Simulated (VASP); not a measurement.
Wanted: the native input for a VASP 6.6.1 run.

- Task: single point
- Functional: PBE
- Potentials or basis: VASP PAW PBE potentials, release 64 (Sn_d, Te)
- Cutoff: 520 eV
- k mesh: 4 × 4 × 4, shifted
- Occupations: gaussian, width 0.1 eV
- Spin: no spin polarisation
- Dipole correction: no
- Further INCAR settings: ALGO = Normal; EDIFF = 1e-07; NBANDS = 24; ISYM = 0

The structure of SnTe3 lies in POSCAR:

```
SnTe3
1.0
    0.0000000000      3.8612190000      3.8612190000
    3.8612190000      0.0000000000      3.8612190000
    3.8612190000      3.8612190000      0.0000000000
Sn Te
1 3
Direct
    0.0000000000      0.0000000000      0.0000000000
    0.2500000000      0.2500000000      0.2500000000
    0.7500000000      0.7500000000      0.7500000000
    0.5000000000      0.5000000000      0.5000000000
```

These files were run (other wordings do the same):

INCAR

```
PREC     = Accurate       # precision mode
ENCUT    = 520            # plane-wave cutoff, eV
EDIFF    = 1E-7           # SCF threshold, eV
ISMEAR   = 0              # smearing method
SIGMA    = 0.1            # smearing width, eV
LREAL    = False          # projectors in reciprocal space
LASPH    = True           # aspherical terms in the spheres
NELM     = 80             # most SCF steps
ALGO     = Normal         # electronic algorithm
ISIF     = 2              # what is computed and relaxed
LWAVE    = False          # write WAVECAR
LCHARG   = False          # write CHGCAR
GGA      = PE             # functional
ISYM     = 0            
NBANDS   = 24             # bands
```

KPOINTS

```
Automatic mesh
0
Gamma
  4 4 4
  0.5 0.5 0.5
```

Potentials or basis: VASP PAW PBE potentials, release 64 (Sn_d, Te).

Command:

```bash
$ cat potpaw_PBE.64/Sn_d/POTCAR potpaw_PBE.64/Te/POTCAR > POTCAR
$ mpirun -np 1 vasp_std > vasp.out
```

Results of the run:

- Pressure: -0.1 GPa
- Band gap on the k mesh: zero (band 16 reaches 7.90 eV, above the bottom of band 17 at 5.98 eV)

Caveat: spin-orbit coupling is left out, which moves the levels of the heavy elements.

Run time: 3.8 min on 1 thread of Intel(R) Xeon(R) 6975P-C (Granite Rapids) (shared host), peak memory 0.48 GiB.
